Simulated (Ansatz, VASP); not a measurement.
**LiH in VASP and in Ansatz**

The input INCAR:

```
SYSTEM = LiH
ALGO = Normal
EDIFF = 1E-7
ENCUT = 520
GGA = PE
ISIF = 2
ISMEAR = 0
LASPH = .True.
LCHARG = .False.
LREAL = .False.
LWAVE = .False.
NBANDS = 9
NELM = 100
PREC = Accurate
SIGMA = 0.02
```

KPOINTS

```
k-points
0
Gamma
  10 10 10
  0 0 0
```

The input POSCAR:

```
LiH
1.0
    0.0000000000      2.0367500000      2.0367500000
    2.0367500000      0.0000000000      2.0367500000
    2.0367500000      2.0367500000      0.0000000000
Li H
1 1
Direct
    0.0000000000      0.0000000000      0.0000000000
    0.5000000000      0.5000000000      0.5000000000
```

Input for Ansatz:

```yaml
crystal:
  lattice:
    - [0.0, 2.03675, 2.03675]
    - [2.03675, 0.0, 2.03675]
    - [2.03675, 2.03675, 0.0]
  atoms:
    - { symbol: Li, position: [0.0, 0.0, 0.0] }
    - { symbol: H, position: [0.5, 0.5, 0.5] }
basis:
  ecutwfc: 420
kpoints:
  mp_grid: { grid: [10, 10, 10] }
hamiltonian:
  xc: pbe
scf:
  occupations: { method: gaussian, width: 0.02 }
output:
  forces: true
  stress: true
  eigenvalues: true
  populations: true
```

Alike in both runs: task single point; functional PBE; k mesh 10 × 10 × 10; occupations gaussian, width 0.02 eV; no spin polarisation.

|  | VASP | Ansatz |
| --- | --- | --- |
| version | VASP 6.6.1 | Ansatz 0.2.0 |
| potentials or method | VASP PAW PBE potentials, release 64 (Li_sv, H), cutoff 520 eV | scalar-relativistic, plane waves, PAW |
| valence electrons in the cell | 4 | 4 |

```csv
,VASP,Ansatz,Ansatz less VASP
gap on the k mesh at the Fermi level (eV),3.01,3.02,+0.007
least direct gap on the mesh (eV),3.01,3.02,+0.007
```

Noted on VASP's run: the cutoff is short for stress, so the pressure is rough.
